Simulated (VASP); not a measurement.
# Ti3Sn (P1) in VASP: single point with LDA

Aim: the single point of Ti3Sn with LDA.

Everything below comes from runs of VASP 6.6.1. Logs are shortened: lines on timing, memory, paths and dates and some standing lists are left out, and cuts for length are marked.

## 1. The cell of the first run

The typed cell holds 4 atoms: a = 4.157 Å, b = 4.157 Å, c = 4.157 Å, α = 90.00°, β = 90.00°, γ = 90.00°.

## 2. Single point, LDA

INCAR reads:

```
SYSTEM = Ti3Sn
  PREC = Accurate
  ENCUT = 520
  EDIFF = 1E-7
  ISMEAR = 1
  SIGMA = 0.1
  LREAL = .FALSE.
  LASPH = .TRUE.
  NELM = 100
  ALGO = Normal
  ISIF = 2
  LWAVE = .FALSE.
  LCHARG = .FALSE.
  GGA = CA
  NBANDS = 33
```

KPOINTS reads:

```
regular mesh
0
G
  5 5 5
  0 0 0
```

POSCAR reads:

```
Ti3Sn
1.0
    4.1569290000      0.0000000000      0.0000000000
    0.0000000000      4.1569290000      0.0000000000
    0.0000000000      0.0000000000      4.1569290000
Ti Sn
3 1
Direct
    0.5012047343      0.4997760876     -0.0004825578
    0.5010203456     -0.0008623758      0.4997607551
    0.0000000000      0.5000000000      0.5000000000
    0.0010666495     -0.0003174699     -0.0001409032
```

Potentials or basis: VASP PAW LDA potentials, release 64 (Ti_sv, Sn_d).

Launch:

```console
$ cat potpaw_LDA.64/Ti_sv/POTCAR potpaw_LDA.64/Sn_d/POTCAR > POTCAR
$ mpirun -np 1 vasp_std > vasp.out
```

OUTCAR:

```text
SYSTEM = Ti3Sn
   PREC = Accurate
   ENCUT = 520
   EDIFF = 1E-7
   ISMEAR = 1
   LREAL = .FALSE.
   LASPH = .TRUE.
   NELM = 100
   ISIF = 2
   GGA = CA

 ion  position               nearest neighbor table
   1  0.501  0.500  1.000-   4 2.94   4 2.94   4 2.94   4 2.94
   2  0.501  0.999  0.500-   4 2.94   4 2.94   4 2.94   4 2.94
   3  0.000  0.500  0.500-   4 2.94   4 2.94   4 2.94   4 2.94
   4  0.001  1.000  1.000-   3 2.94   1 2.94   3 2.94   2 2.94   2 2.94   1 2.94   1 2.94   2 2.94
                             2 2.94   3 2.94   1 2.94   3 2.94

  LATTYP: Found a simple cubic cell.
 ALAT       =     4.1569290000

  Lattice vectors:

 A1 = (   4.1569290000,   0.0000000000,   0.0000000000)
 A2 = (   0.0000000000,   4.1569290000,   0.0000000000)
 A3 = (   0.0000000000,   0.0000000000,   4.1569290000)

Analysis of symmetry for initial positions (statically):
=====================================================================
 Subroutine PRICEL returns:
 Original cell was already a primitive cell.

 Routine SETGRP: Setting up the symmetry group for a
 simple cubic supercell.

 Subroutine GETGRP returns: Found  1 space group operations
 (whereof  1 operations were pure point group operations)
 out of a pool of 48 trial point group operations.

The static configuration has the point symmetry C_1 .

Analysis of symmetry for dynamics (positions and initial velocities):
=====================================================================
 Subroutine PRICEL returns:
 Original cell was already a primitive cell.

 Routine SETGRP: Setting up the symmetry group for a
 simple cubic supercell.

 Subroutine GETGRP returns: Found  1 space group operations
 (whereof  1 operations were pure point group operations)
 out of a pool of 48 trial point group operations.

The dynamic configuration has the point symmetry C_1 .

 Subroutine INISYM returns: Found  1 space group operations
 (whereof  1 operations are pure point group operations),
 and found     1 'primitive' translations

----------------------------------------------------------------------------------------

                                     Primitive cell

  volume of cell :      71.8320

  direct lattice vectors                    reciprocal lattice vectors
     4.156929000  0.000000000  0.000000000     0.240562203  0.000000000  0.000000000
     0.000000000  4.156929000  0.000000000     0.000000000  0.240562203  0.000000000
     0.000000000  0.000000000  4.156929000     0.000000000  0.000000000  0.240562203

  length of vectors
     4.156929000  4.156929000  4.156929000     0.240562203  0.240562203  0.240562203

  position of ions in fractional coordinates (direct lattice)
     0.501204734  0.499776088  0.999517442
[... 81 lines left out ...]
   NELM   =    100;   NELMIN=  2; NELMDL= -5     # of ELM steps
   EDIFF  = 0.1E-06   stopping-criterion for ELM
   LREAL  =      F    real-space projection
   EDIFFG = 0.1E-05   stopping-criterion for IOM
   NSW    =      0    number of steps for IOM
   IBRION =     -1    ionic relax: 0-MD 1-quasi-New 2-CG
   NFREE  =      0    steps in history (QN), initial steepest desc. (CG)
   ISIF   =      2    stress and relaxation
   ISYM   =      2    0-nonsym 1-usesym 2-fastsym
   POTIM  = 0.5000    time-step for ionic-motion
   TEBEG  =    0.0;   TEEND  =   0.0 temperature during run
   PSTRESS=    0.0 pullay stress
   NELECT =      50.0000    total number of electrons
   NUPDOWN=      -1.0000    fix difference up-down
   EMIN   =  10.00;   EMAX   =-10.00  energy-range for DOS
   EFERMI =   0.00;   METHOD = LEGACY
   ISMEAR =     1;   SIGMA  =   0.10  broadening in eV -4-tet -1-fermi 0-gaus
   EFERMI_NEDOS =   21; number of points for ismear=-14 and -15
   IALGO  =     38    algorithm
   IMIX   =      4    mixing-type and parameters
     AMIX     =   0.40;   BMIX     =  1.00
     AMIX_MAG =   1.60;   BMIX_MAG =  1.00
  volume/ion in A,a.u.               =      17.96       121.19
  Fermi-wavevector in a.u.,A,eV,Ry     =   1.450860  2.741728 28.640199  2.104995
  Thomas-Fermi vector in A             =   2.568424
   LORBIT       =      0    0 simple, 1 ext, 2 COOP (PROOUT), +10 PAW based schemes
   GGA     = CA    functional components
   LHFCALC =     F    Hartree Fock is set to
   AEXX    =    0.0000 exact exchange contribution
   IVDW    =     0    specifies the selected vdW correction
   LEPSILON=     F    determine dielectric tensor
   LRPA    =     F    only Hartree local field effects (RPA)
 non-spin polarized calculation
 Methfessel and Paxton  Order N= 1 SIGMA  =   0.10
  energy-cutoff  :      520.00
  volume of cell :       71.83
 maximum number of plane-waves:      1951
   NGX = 15   NGY = 15   NGZ = 15

 number of electron      49.9999977 magnetization

 Free energy of the ion-electron system (eV)
  ---------------------------------------------------
  ext. energy  EPLUGINS =         0.00000000
  ---------------------------------------------------
  free energy    TOTEN  =       -31.30606392 eV

  energy without entropy =      -31.30472194  energy(sigma->0) =      -31.30561659

 E-fermi :   9.1580     XC(G=0): -11.8943

 val. band max:        9.1396015875   @ k =   0.4000   0.2000   0.0000
 cond. band min:       9.1630593746   @ k =  -0.4000   0.2000   0.2000
 fundamental gap:      0.0234577872
 Fermi energy:         9.1580177852

 k-point     1 :       0.0000    0.0000    0.0000
  band No.  band energies     occupation
      1     -46.9842      2.00000
      2     -46.8708      2.00000
      3     -46.8708      2.00000
      4     -23.7893      2.00000
      5     -23.7893      2.00000
      6     -23.7893      2.00000
[... 853 lines left out ...]
     32      11.3013      0.00000
     33      11.5583      0.00000

 [... further k-points ...]
[... 5 lines left out ...]
  --------------------------------------------------------------------------------------
  -------------------------------------------------------------------------------------
  Total       -3.3588828     -3.3591152     -3.3592522     -0.0000190      0.0000168     -0.0000090
  in kB      -74.9182483    -74.9234317    -74.9264878     -0.0004229      0.0003754     -0.0002000
  external PRESSURE =     -74.9227226 kB  Pullay stress =       0.0000000 kB

 VOLUME and BASIS-vectors are now :
 -----------------------------------------------------------------------------
  energy-cutoff  :      520.00
  volume of cell :       71.83
      direct lattice vectors                 reciprocal lattice vectors
     4.156929000  0.000000000  0.000000000     0.240562203  0.000000000  0.000000000
     0.000000000  4.156929000  0.000000000     0.000000000  0.240562203  0.000000000
     0.000000000  0.000000000  4.156929000     0.000000000  0.000000000  0.240562203

 POSITION                                       TOTAL-FORCE (eV/Angst)
 -----------------------------------------------------------------------------------
      2.08347      2.07753      4.15492        -0.005172      0.000590      0.002608
      2.08271      4.15334      2.07747         0.001701      0.004487      0.003823
      0.00000      2.07846      2.07846         0.008028     -0.007746     -0.005090
      0.00443      4.15561      4.15634        -0.004556      0.002668     -0.001342
 -----------------------------------------------------------------------------------
    total drift:                                0.000442     -0.000147     -0.000081

  FREE ENERGIE OF THE ION-ELECTRON SYSTEM (eV)
  ---------------------------------------------------
  free  energy   TOTEN  =       -31.3060639176 eV

  energy  without entropy=      -31.3047219399  energy(sigma->0) =      -31.30561659
```

stdout:

```text
POSCAR found type information on POSCAR TiSn
 POSCAR found :  2 types and       4 ions
 scaLAPACK will be used
 LDA part: xc-table for (Slater(with rela. corr.)+CA(PZ))
 , standard interpolation
 POSCAR, INCAR and KPOINTS ok, starting setup
 FFT: planning ... GRIDC
 FFT: planning ... GRID_SOFT
 FFT: planning ... GRID
 WAVECAR not read
 entering main loop
```

Run time: 2.9 min. Hardware: 1 thread of Intel Xeon 8259CL, shared host; peak memory 0.24 GiB.

What came out:

* Free energy: -31.3061 eV
* Pressure: -7.5 GPa
* Largest force: 0.012 eV/Å
* Band gap on the k mesh: zero (bands 25 and 26 overlap by 0.61 eV)

Forces on the atoms (eV/Å):
```
Ti  -0.005  0.001  0.003
Ti   0.002  0.004  0.004
Ti   0.008 -0.008 -0.005
Sn  -0.005  0.003 -0.001
```

Levels at points of the mesh, in eV from the Fermi level:
```csv
k point,band 21,band 22,band 23,band 24,band 25,band 26,band 27,band 28,band 29,band 30
"(0.00, 0.00, 0.00)",-1.78,-1.14,-1.14,-1.14,-0.36,-0.36,-0.36,1.46,1.46,1.46
```

Caveat: the cell stands under tension; spin-orbit coupling is left out, which moves the levels of the heavy elements.

The gap in the log of VASP goes by the Fermi energy; the results here count the filled bands.